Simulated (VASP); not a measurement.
Write the native input for VASP 6.6.1 that does the following.

```
Task                   : single point
Functional             : PBE
Dispersion             : D3(BJ)
Potentials or basis    : VASP PAW PBE potentials, release 64 (C, O)
Cutoff                 : 520 eV
k mesh                 : 6 × 6 × 1
Occupations            : gaussian, width 0.05 eV
Spin                   : no spin polarisation
Dipole correction      : yes
Further INCAR settings : LREAL = Auto; ALGO = Normal; EDIFF = 1e-06; NBANDS = 52
```

The structure of C17O lies in POSCAR:

```
C17O
1.0
    4.9298867130      0.0000000000      0.0000000000
   -0.0081547558      4.4132984516      0.0000000000
    0.0000000000      0.0000000000     23.6650337471
C O
17 1
Direct
    0.3745684085      0.7405378974      0.1690257467
    0.8745684085      0.7405378974      0.1690257467
    0.1243974091      0.6365956441      0.1920114160
    0.6243974091      0.6365956441      0.1920114160
    0.1240513173      0.4291046681      0.2380452569
    0.6240513173      0.4291046681      0.2380452569
    0.3738803179      0.3251624149      0.2610309261
    0.8738803179      0.3251624149      0.2610309261
    0.3735338584      0.1126520408      0.3070664644
    0.8735338584      0.1126520408      0.3070664644
    0.1233638388      0.0072945126      0.3289983678
    0.6233638388      0.0072945126      0.3289983678
    0.1229920122      0.7810454900      0.3748118563
    0.6229920122      0.7810454900      0.3748118563
    0.3728273188      0.6826774530      0.3936201337
    0.8728273188      0.6826774530      0.3936201337
    0.4978273188      1.1826774530      0.5563074149
    0.4978273188      1.1826774530      0.5077125127
```

The input as run:

INCAR

```
SYSTEM = C17O
PREC = Accurate
ENCUT = 520
EDIFF = 1E-6
ISMEAR = 0
SIGMA = 0.05
LREAL = Auto
LASPH = .True.
NELM = 80
ALGO = Normal
ISIF = 2
LWAVE = .False.
LCHARG = .False.
LDIPOL = .True.
IDIPOL = 3
DIPOL = 0.5 0.5 0.311
GGA = PE
IVDW = 12
NBANDS = 52
```

KPOINTS

```
regular mesh
0
Gamma
  6 6 1
  0 0 0
```

Potentials or basis: VASP PAW PBE potentials, release 64 (C, O).

Launch:

```console
$ cat potpaw_PBE.64/C/POTCAR potpaw_PBE.64/O/POTCAR > POTCAR
$ mpirun -np 1 vasp_std > vasp.out
```

Results of the run:

- Largest force: 2.958 eV/Å
- Band gap on the k mesh: zero (bands 37 and 38 overlap by 0.03 eV)
- Dispersion energy per atom: -0.109 eV

It took 21 min on 1 thread of Intel(R) Xeon(R) Platinum 8375C CPU @ 2.90GHz (Ice Lake) (shared host), peak memory 0.72 GiB.
